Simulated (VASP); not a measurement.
Wanted: the native input for a VASP 6.6.1 run.

```
Task                   : single point
Functional             : PBE
Potentials or basis    : VASP PAW PBE potentials, release 64 (Zr_sv, O)
Cutoff                 : 600 eV
k mesh                 : 6 × 6 × 6
Occupations            : gaussian, width 0.01 eV
Spin                   : no spin polarisation
Dipole correction      : no
Further INCAR settings : ALGO = Normal; EDIFF = 1e-06; NBANDS = 19
```

The structure of ZrO2 (Cubic zirconia) lies in POSCAR:

```
ZrO2
1.0
    0.0000000000      2.4832507856      2.4832507856
    2.4832507856      0.0000000000      2.4832507856
    2.4832507856      2.4832507856      0.0000000000
Zr O
1 2
Direct
    0.0000000000      0.0000000000      0.0000000000
    0.2500000000      0.2500000000      0.2500000000
    0.7500000000      0.7500000000      0.7500000000
```

One way to write it, as run:

INCAR

```
  ALGO = Normal
  EDIFF = 1E-6
  ENCUT = 600
  GGA = PE
  GGA_COMPAT = False
  ISIF = 2
  ISMEAR = 0
  LASPH = True
  LCHARG = True
  LELF = True
  LREAL = False
  LVHAR = True
  LWAVE = False
  NBANDS = 19
  NELM = 120
  PREC = Accurate
  SIGMA = 0.01
```

KPOINTS

```
k-points
0
Gamma
  6 6 6
```

Potentials or basis: VASP PAW PBE potentials, release 64 (Zr_sv, O).

Run with:

```bash
$ cat potpaw_PBE.64/Zr_sv/POTCAR potpaw_PBE.64/O/POTCAR > POTCAR
$ mpirun -np 1 vasp_std > vasp.out
```

It gave:

* Pressure: 25.5 GPa
* Band gap on the k mesh: 3.55 eV, indirect (least direct gap 4.06 eV)

Wall time 17 s on 1 thread of Intel(R) Xeon(R) Platinum 8375C CPU @ 2.90GHz (Ice Lake) (shared host), peak memory 0.16 GiB.
